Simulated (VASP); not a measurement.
# Si2W (I4/mmm) in VASP: notebook

The runs below take Si2W through single point, with PBEsol.

Everything below comes from runs of VASP 6.6.1. Logs are shortened: lines on timing, memory, paths and dates and some standing lists are left out, and cuts for length are marked.

## 1. The cell of the first run

It takes space group I4/mmm (No. 139, tetragonal). Conventional cell: a = 3.212 Å, b = 3.212 Å, c = 7.880 Å, α = 90.00°, β = 90.00°, γ = 90.00°. Si (site symmetry 4mm) has 9 Si at 2.62 to 3.21 Å and 5 W at 2.62 Å within 3.5 Å. Within 3.5 Å of W (site symmetry 4/mmm) lie 10 Si at 2.62 Å and 4 W at 3.21 Å.

## 2. Single point, PBEsol

The input, INCAR:

```
SYSTEM = Si2W
ALGO = Normal ; EDIFF = 1E-7
ENCUT = 520 ; GGA = PS
ISIF = 2 ; ISMEAR = -1
LASPH = .True. ; LCHARG = .False.
LREAL = .False. ; LWAVE = .False.
NBANDS = 18 ; NELM = 80
PREC = Accurate ; SIGMA = 0.03
```

The input, KPOINTS:

```
k-points
0
Gamma
  18 18 18
  0 0 0
```

The input, POSCAR:

```
Si2W
1.0
   -1.6060000000      1.6060000000      3.9400000000
    1.6060000000     -1.6060000000      3.9400000000
    1.6060000000      1.6060000000     -3.9400000000
Si W
2 1
Direct
    0.3330000000      0.3330000000      0.0000000000
    0.6670000000      0.6670000000      0.0000000000
    0.0000000000      0.0000000000      0.0000000000
```

Potentials or basis: VASP PAW PBE potentials, release 64 (Si, W_sv).

The run is started by

```
cat potpaw_PBE.64/Si/POTCAR potpaw_PBE.64/W_sv/POTCAR > POTCAR
mpirun -np 1 vasp_std > vasp.out
```

OUTCAR:

```text
SYSTEM = Si2W
   EDIFF = 1E-7
   ENCUT = 520
   GGA = PS
   ISIF = 2
   ISMEAR = -1
   LASPH = .True.
   LREAL = .False.
   NELM = 80
   PREC = Accurate

 ion  position               nearest neighbor table
   1  0.333  0.333  0.000-   2 2.62   2 2.62   2 2.62   2 2.62   3 2.62   3 2.62   3 2.62   3 2.62
                             3 2.62   2 2.63
   2  0.667  0.667  0.000-   1 2.62   1 2.62   1 2.62   1 2.62   3 2.62   3 2.62   3 2.62   3 2.62
                             3 2.62   1 2.63
   3  0.000  0.000  0.000-   1 2.62   2 2.62   2 2.62   1 2.62   2 2.62   2 2.62   2 2.62   1 2.62
                             1 2.62   1 2.62

  LATTYP: Found a body centered tetragonal cell.
 ALAT       =     3.2120000000
 C/A-ratio  =     2.4533001245

  Lattice vectors:

 A1 = (  -1.6060000000,   1.6060000000,   3.9400000000)
 A2 = (   1.6060000000,  -1.6060000000,   3.9400000000)
 A3 = (   1.6060000000,   1.6060000000,  -3.9400000000)

Analysis of symmetry for initial positions (statically):
=====================================================================
 Subroutine PRICEL returns:
 Original cell was already a primitive cell.

 Routine SETGRP: Setting up the symmetry group for a
 body centered tetragonal supercell.

 Subroutine GETGRP returns: Found 16 space group operations
 (whereof 16 operations were pure point group operations)
 out of a pool of 16 trial point group operations.

The static configuration has the point symmetry D_4h.

Analysis of symmetry for dynamics (positions and initial velocities):
=====================================================================
 Subroutine PRICEL returns:
 Original cell was already a primitive cell.

 Routine SETGRP: Setting up the symmetry group for a
 body centered tetragonal supercell.

 Subroutine GETGRP returns: Found 16 space group operations
 (whereof 16 operations were pure point group operations)
 out of a pool of 16 trial point group operations.

The dynamic configuration has the point symmetry D_4h.

 Subroutine INISYM returns: Found 16 space group operations
 (whereof 16 operations are pure point group operations),
 and found     1 'primitive' translations

----------------------------------------------------------------------------------------

                                     Primitive cell

  volume of cell :      40.6488

  direct lattice vectors                    reciprocal lattice vectors
    -1.606000000  1.606000000  3.940000000     0.000000000  0.311332503  0.126903553
     1.606000000 -1.606000000  3.940000000     0.311332503  0.000000000  0.126903553
     1.606000000  1.606000000 -3.940000000     0.311332503  0.311332503  0.000000000

  length of vectors
     4.547754611  4.547754611  4.547754611     0.336202973  0.336202973  0.440290648

  position of ions in fractional coordinates (direct lattice)
     0.333000000  0.333000000  0.000000000
     0.667000000  0.667000000  0.000000000
     0.000000000  0.000000000  0.000000000

  ion indices of the primitive-cell ions
   primitive index   ion index
                 1           1
                 2           2
                 3           3

----------------------------------------------------------------------------------------

 KPOINTS: k-points

Automatic generation of k-mesh.
 Grid dimensions read from file:
 generate k-points for:   18   18   18

 Generating k-lattice:

  Cartesian coordinates                     Fractional coordinates (reciprocal lattice)
     0.000000000  0.017296250  0.007050197     0.055555556  0.000000000 -0.000000000
     0.017296250  0.000000000  0.007050197     0.000000000  0.055555556 -0.000000000
     0.017296250  0.017296250  0.000000000     0.000000000  0.000000000  0.055555556

  Length of vectors
     0.018677943  0.018677943  0.024460592

  Shift w.r.t. Gamma in fractional coordinates (k-lattice)
     0.000000000  0.000000000  0.000000000

 Subroutine IBZKPT returns following result:
 ===========================================

 Found    480 irreducible k-points:

 Following reciprocal coordinates:
            Coordinates               Weight
  0.000000  0.000000  0.000000      1.000000
  0.055556  0.000000 -0.000000      8.000000
  0.111111  0.000000 -0.000000      8.000000
  0.166667  0.000000 -0.000000      8.000000
  0.222222  0.000000 -0.000000      8.000000
  0.277778  0.000000 -0.000000      8.000000
[... 16 lines left out ...]
 -0.277778  0.055556  0.000000     16.000000
 -0.222222  0.055556  0.000000     16.000000
 [... further k-points ...]
   k-points           NKPTS =    480   k-points in BZ     NKDIM =    480   number of bands    NBANDS=     18
   number of dos      NEDOS =    301   number of ions     NIONS =      3
   total plane-waves  NPLWV =  46656
   dimension x,y,z NGX =    36 NGY =   36 NGZ =   36
   dimension x,y,z NGXF=    72 NGYF=   72 NGZF=   72
   ions per type =               2   1
   NGX,Y,Z   is equivalent  to a cutoff of  13.16, 13.16, 13.16 a.u.
   NGXF,Y,Z  is equivalent  to a cutoff of  26.32, 26.32, 26.32 a.u.
 SYSTEM =  Si2W
   PREC   = accura    normal or accurate (medium, high low for compatibility)
   ISTART =      0    job   : 0-new  1-cont  2-samecut
   ICHARG =      2    charge: 1-file 2-atom 10-const
   ISPIN  =      1    spin polarized calculation?
   LNONCOLLINEAR =      F non collinear calculations
   LSORBIT =      F    spin-orbit coupling
   LASPH  =      T    aspherical Exc in radial PAW
   ENCUT  =  520.0 eV  38.22 Ry    6.18 a.u.   8.46  8.46  8.46*2*pi/ulx,y,z
   NELM   =     80;   NELMIN=  2; NELMDL= -5     # of ELM steps
   EDIFF  = 0.1E-06   stopping-criterion for ELM
   LREAL  =      F    real-space projection
   EDIFFG = 0.1E-05   stopping-criterion for IOM
   NSW    =      0    number of steps for IOM
   IBRION =     -1    ionic relax: 0-MD 1-quasi-New 2-CG
   NFREE  =      0    steps in history (QN), initial steepest desc. (CG)
   ISIF   =      2    stress and relaxation
   ISYM   =      2    0-nonsym 1-usesym 2-fastsym
   POTIM  = 0.5000    time-step for ionic-motion
   TEBEG  =    0.0;   TEEND  =   0.0 temperature during run
   PSTRESS=    0.0 pullay stress
   NELECT =      22.0000    total number of electrons
   NUPDOWN=      -1.0000    fix difference up-down
   EMIN   =  10.00;   EMAX   =-10.00  energy-range for DOS
   EFERMI =   0.00;   METHOD = LEGACY
   ISMEAR =    -1;   SIGMA  =   0.03  broadening in eV -4-tet -1-fermi 0-gaus
   EFERMI_NEDOS =   21; number of points for ismear=-14 and -15
   IALGO  =     38    algorithm
   IMIX   =      4    mixing-type and parameters
     AMIX     =   0.40;   BMIX     =  1.00
     AMIX_MAG =   1.60;   BMIX_MAG =  1.00
  volume/ion in A,a.u.               =      13.55        91.44
  Fermi-wavevector in a.u.,A,eV,Ry     =   1.334136  2.521151 24.217250  1.779918
  Thomas-Fermi vector in A             =   2.462940
   LORBIT       =      0    0 simple, 1 ext, 2 COOP (PROOUT), +10 PAW based schemes
   GGA     = PS    functional components
   LHFCALC =     F    Hartree Fock is set to
   AEXX    =    0.0000 exact exchange contribution
   IVDW    =     0    specifies the selected vdW correction
   LEPSILON=     F    determine dielectric tensor
   LRPA    =     F    only Hartree local field effects (RPA)
 non-spin polarized calculation
  energy-cutoff  :      520.00
  volume of cell :       40.65
 maximum number of plane-waves:      1134
 NGX is ok and might be reduce to    36
   NGX = 17   NGY = 17   NGZ = 17

 number of electron      21.9999999 magnetization

 Free energy of the ion-electron system (eV)
  ---------------------------------------------------
  ext. energy  EPLUGINS =         0.00000000
  ---------------------------------------------------
  free energy    TOTEN  =       -26.63094596 eV

  energy without entropy =      -26.63026197  energy(sigma->0) =      -26.63060396

 E-fermi :  11.7959     XC(G=0): -12.5831

 val. band max:       11.7535737973   @ k =  -0.1667  -0.2778   0.1667
 cond. band min:      11.8319914142   @ k =  -0.3889  -0.4444   0.3333
 fundamental gap:      0.0784176169
 Fermi energy:        11.7959146919

 k-point     1 :       0.0000    0.0000    0.0000
  band No.  band energies     occupation
      1     -62.0311      2.00000
      2     -26.3044      2.00000
      3     -26.2581      2.00000
      4     -26.2581      2.00000
      5      -2.2557      2.00000
      6       4.9865      2.00000
[... 10 lines left out ...]
     17      17.3697      0.00000
     18      17.3697      0.00000

 k-point     2 :       0.0556    0.0000   -0.0000
  band No.  band energies     occupation
      1     -62.0308      2.00000
      2     -26.3039      2.00000
      3     -26.2647      2.00000
      4     -26.2575      2.00000
      5      -2.1969      2.00000
      6       4.9916      2.00000
[... 10 lines left out ...]
     17      17.3800      0.00000
     18      17.6013      0.00000

 k-point     3 :       0.1111    0.0000   -0.0000
  band No.  band energies     occupation
      1     -62.0302      2.00000
      2     -26.3025      2.00000
      3     -26.2840      2.00000
      4     -26.2557      2.00000
      5      -2.0217      2.00000
      6       4.9972      2.00000
[... 10 lines left out ...]
     17      17.4644      0.00000
     18      18.1672      0.00000

 k-point     4 :       0.1667    0.0000   -0.0000
  band No.  band energies     occupation
      1     -62.0292      2.00000
      2     -26.3134      2.00000
      3     -26.3002      2.00000
      4     -26.2530      2.00000
      5      -1.7341      2.00000
      6       4.9682      2.00000
[... 375 lines left out ...]
      4     -26.2494      2.00000
      5      -0.3082      2.00000
      6       4.1091      2.00000
[... 10 lines left out ...]
     17      19.0199      0.00000
     18      20.0418      0.00000

 k-point    23 :      -0.2778    0.0556    0.0000
  band No.  band energies     occupation
      1     -62.0264      2.00000
      2     -26.3860      2.00000
      3     -26.2932      2.00000
      4     -26.2527      2.00000
      5      -0.8739      2.00000
      6       4.7034      2.00000
[... 10 lines left out ...]
     17      18.8192      0.00000
     18      19.8099      0.00000

 k-point    24 :      -0.2222    0.0556    0.0000
  band No.  band energies     occupation
      1     -62.0277      2.00000
      2     -26.3483      2.00000
      3     -26.2962      2.00000
      4     -26.2563      2.00000
      5      -1.3505      2.00000
      6       5.1013      2.00000
[... 10 lines left out ...]
     17      18.1220      0.00000
     18      19.9389      0.00000

 [... further k-points ...]
[... 5 lines left out ...]
  --------------------------------------------------------------------------------------
  -------------------------------------------------------------------------------------
  Total       -0.5832646     -0.5832646     -1.2820679      0.0000000      0.0000000     -0.0000000
  in kB      -22.9894686    -22.9894686    -50.5329112      0.0000000      0.0000000     -0.0000000
  external PRESSURE =     -32.1706162 kB  Pullay stress =       0.0000000 kB

 VOLUME and BASIS-vectors are now :
 -----------------------------------------------------------------------------
  energy-cutoff  :      520.00
  volume of cell :       40.65
      direct lattice vectors                 reciprocal lattice vectors
    -1.606000000  1.606000000  3.940000000     0.000000000  0.311332503  0.126903553
     1.606000000 -1.606000000  3.940000000     0.311332503  0.000000000  0.126903553
     1.606000000  1.606000000 -3.940000000     0.311332503  0.311332503  0.000000000

 POSITION                                       TOTAL-FORCE (eV/Angst)
 -----------------------------------------------------------------------------------
      0.00000      0.00000      2.62404        -0.000000     -0.000000      0.274022
      0.00000      0.00000      5.25596        -0.000000     -0.000000     -0.274022
      0.00000      0.00000      0.00000         0.000000      0.000000      0.000000
 -----------------------------------------------------------------------------------
    total drift:                                0.000000      0.000000     -0.000000

  FREE ENERGIE OF THE ION-ELECTRON SYSTEM (eV)
  ---------------------------------------------------
  free  energy   TOTEN  =       -26.6309459591 eV

  energy  without entropy=      -26.6302619701  energy(sigma->0) =      -26.63060396
```

It took 6.7 min on 1 thread of Intel Xeon 6975P-C, shared host; peak memory 0.47 GiB.

Results:

```
Free energy            : -26.6309 eV
Pressure               : -3.2 GPa
Largest force          : 0.274 eV/Å
Band gap on the k mesh : zero (band 11 reaches 12.60 eV, above the bottom of band 12 at 11.25 eV)
```

Forces on the atoms (eV/Å):
```
Si   0.000  0.000  0.274
Si   0.000  0.000 -0.274
W    0.000  0.000  0.000
```

Stress tensor (GPa, compression positive):
```
-2.30  0.00  0.00
 0.00 -2.30  0.00
 0.00  0.00 -5.05
```

Caveat: the PAW data sets were made with another functional, which shifts forces and pressure a little; spin-orbit coupling is left out, which moves the levels of the heavy elements.

## 3. Single point, PBEsol (equal xx and yy strain of -2 %)

The input, INCAR:

```
PREC     = Accurate       # precision mode
ENCUT    = 520            # plane-wave cutoff, eV
EDIFF    = 1E-7           # SCF threshold, eV
ISMEAR   = -1             # smearing method
SIGMA    = 0.03           # smearing width, eV
LREAL    = F              # projectors in reciprocal space
LASPH    = T              # aspherical terms in the spheres
NELM     = 100            # most SCF steps
ALGO     = Normal         # electronic algorithm
ISIF     = 2              # what is computed and relaxed
LWAVE    = F              # write WAVECAR
LCHARG   = F              # write CHGCAR
GGA      = PS             # functional
NBANDS   = 18             # bands
```

The input, KPOINTS:

```
Automatic mesh
0
Gamma
  18 18 18
```

The input, POSCAR:

```
Si2W
1.0
   -1.5738800000      1.5738800000      3.9400000000
    1.5738800000     -1.5738800000      3.9400000000
    1.5738800000      1.5738800000     -3.9400000000
Si W
2 1
Direct
    0.3330000000      0.3330000000      0.0000000000
    0.6670000000      0.6670000000      0.0000000000
    0.0000000000      0.0000000000      0.0000000000
```

Potentials or basis: VASP PAW PBE potentials, release 64 (Si, W_sv).

The run is started by

```
cat potpaw_PBE.64/Si/POTCAR potpaw_PBE.64/W_sv/POTCAR > POTCAR
mpirun -np 1 vasp_std > vasp.out
```

OUTCAR:

```text
PREC = Accurate
   ENCUT = 520
   EDIFF = 1E-7
   ISMEAR = -1
   LREAL = F
   LASPH = T
   NELM = 100
   ISIF = 2
   GGA = PS

 ion  position               nearest neighbor table
   1  0.333  0.333  0.000-   2 2.58   2 2.58   2 2.58   2 2.58   3 2.59   3 2.59   3 2.59   3 2.59
                             3 2.62   2 2.63
   2  0.667  0.667  0.000-   1 2.58   1 2.58   1 2.58   1 2.58   3 2.59   3 2.59   3 2.59   3 2.59
                             3 2.62   1 2.63
   3  0.000  0.000  0.000-   2 2.59   2 2.59   2 2.59   1 2.59   2 2.59   1 2.59   1 2.59   1 2.59
                             1 2.62   2 2.62

[... 696 lines left out ...]

 [... further k-points ...]
[... 5 lines left out ...]
  --------------------------------------------------------------------------------------
  -------------------------------------------------------------------------------------
  Total        2.3780845      2.3780845     -0.1767620      0.0000000      0.0000000     -0.0000000
  in kB       97.5974371     97.5974371     -7.2543760      0.0000000      0.0000000     -0.0000000
  external PRESSURE =      62.6468327 kB  Pullay stress =       0.0000000 kB

 VOLUME and BASIS-vectors are now :
 -----------------------------------------------------------------------------
  energy-cutoff  :      520.00
  volume of cell :       39.04
      direct lattice vectors                 reciprocal lattice vectors
    -1.573880000  1.573880000  3.940000000     0.000000000  0.317686228  0.126903553
     1.573880000 -1.573880000  3.940000000     0.317686228  0.000000000  0.126903553
     1.573880000  1.573880000 -3.940000000     0.317686228  0.317686228  0.000000000

 POSITION                                       TOTAL-FORCE (eV/Angst)
 -----------------------------------------------------------------------------------
      0.00000      0.00000      2.62404        -0.000000     -0.000000      0.175824
      0.00000      0.00000      5.25596         0.000000      0.000000     -0.175824
      0.00000      0.00000      0.00000        -0.000000     -0.000000      0.000000
 -----------------------------------------------------------------------------------
    total drift:                                0.000000      0.000000     -0.000000

  FREE ENERGIE OF THE ION-ELECTRON SYSTEM (eV)
  ---------------------------------------------------
  free  energy   TOTEN  =       -26.5952054563 eV

  energy  without entropy=      -26.5942670379  energy(sigma->0) =      -26.59473625
```

OSZICAR:

```text
N       E                     dE             d eps       ncg     rms          rms(c)
DAV:   1     0.129113644077E+03    0.12911E+03   -0.10873E+04 17280   0.124E+03
DAV:   2    -0.229441737121E+02   -0.15206E+03   -0.14845E+03 19736   0.323E+02
DAV:   3    -0.274056728197E+02   -0.44615E+01   -0.44037E+01 21594   0.497E+01
DAV:   4    -0.274432045987E+02   -0.37532E-01   -0.37476E-01 20352   0.479E+00
DAV:   5    -0.274435856737E+02   -0.38108E-03   -0.38106E-03 20284   0.516E-01    0.277E+01
DAV:   6    -0.267186187847E+02    0.72497E+00   -0.29982E+00 18692   0.126E+01    0.101E+01
DAV:   7    -0.266197995453E+02    0.98819E-01   -0.22508E-01 18470   0.261E+00    0.472E+00
DAV:   8    -0.265960536979E+02    0.23746E-01   -0.45223E-02 19516   0.161E+00    0.330E-01
DAV:   9    -0.265953709793E+02    0.68272E-03   -0.10549E-03 19674   0.267E-01    0.189E-01
DAV:  10    -0.265952099326E+02    0.16105E-03   -0.28609E-04 20820   0.142E-01    0.526E-02
DAV:  11    -0.265952056824E+02    0.42502E-05   -0.35792E-05 19564   0.415E-02    0.197E-02
DAV:  12    -0.265952060815E+02   -0.39904E-06   -0.13957E-06 20012   0.830E-03    0.484E-03
DAV:  13    -0.265952054856E+02    0.59590E-06   -0.40416E-07 18538   0.586E-03    0.724E-04
DAV:  14    -0.265952054563E+02    0.29223E-07   -0.10163E-08  9566   0.912E-04
   1 F= -.26595205E+02 E0= -.26594736E+02  d E =-.938418E-03
```

stdout:

```text
POSCAR found type information on POSCAR SiW
 POSCAR found :  2 types and       3 ions
 scaLAPACK will be used
 -----------------------------------------------------------------------------
|                                                                             |
|                                                                             |
|     You enforced a specific xc type in the INCAR file but a different       |
|     I HOPE YOU KNOW WHAT YOU ARE DOING!                                     |
|                                                                             |
 -----------------------------------------------------------------------------

 LDA part: xc-table for (Slater+PW92), standard interpolation
 POSCAR, INCAR and KPOINTS ok, starting setup
 FFT: planning ... GRIDC
 FFT: planning ... GRID_SOFT
 FFT: planning ... GRID
 WAVECAR not read
 entering main loop
```

Run time: 6.9 min. Hardware: 1 thread of Intel Xeon 6975P-C, shared host; peak memory 0.46 GiB.

Results:

- Free energy: -26.5952 eV
- Pressure: 6.3 GPa
- Largest force: 0.176 eV/Å
- Band gap on the k mesh: zero (band 11 reaches 13.33 eV, above the bottom of band 12 at 11.79 eV)

Forces on the atoms (eV/Å):
```
Si   0.000  0.000  0.176
Si   0.000  0.000 -0.176
W    0.000  0.000  0.000
```

Levels at points of the mesh, in eV from the Fermi level:
| k point | band 9 | band 10 | band 11 | band 12 | band 13 | band 14 |
| --- | --- | --- | --- | --- | --- | --- |
| (0.00, 0.00, 0.00) | -2.89 | -2.89 | 0.80 | 2.68 | 3.04 | 3.44 |
| (0.50, 0.00, 0.00) | -3.03 | -2.74 | -0.45 | 2.91 | 2.97 | 3.78 |
| (0.50, 0.50, 0.00) | -5.20 | -3.62 | -1.70 | 2.58 | 3.24 | 3.31 |
| (0.50, 0.50, 0.50) | -0.73 | -0.73 | -0.59 | -0.59 | 0.97 | 4.10 |

Caveat: the cell differs from its parent crystal (equal xx and yy strain of -2 %); the PAW data sets were made with another functional, which shifts forces and pressure a little; spin-orbit coupling is left out, which moves the levels of the heavy elements.
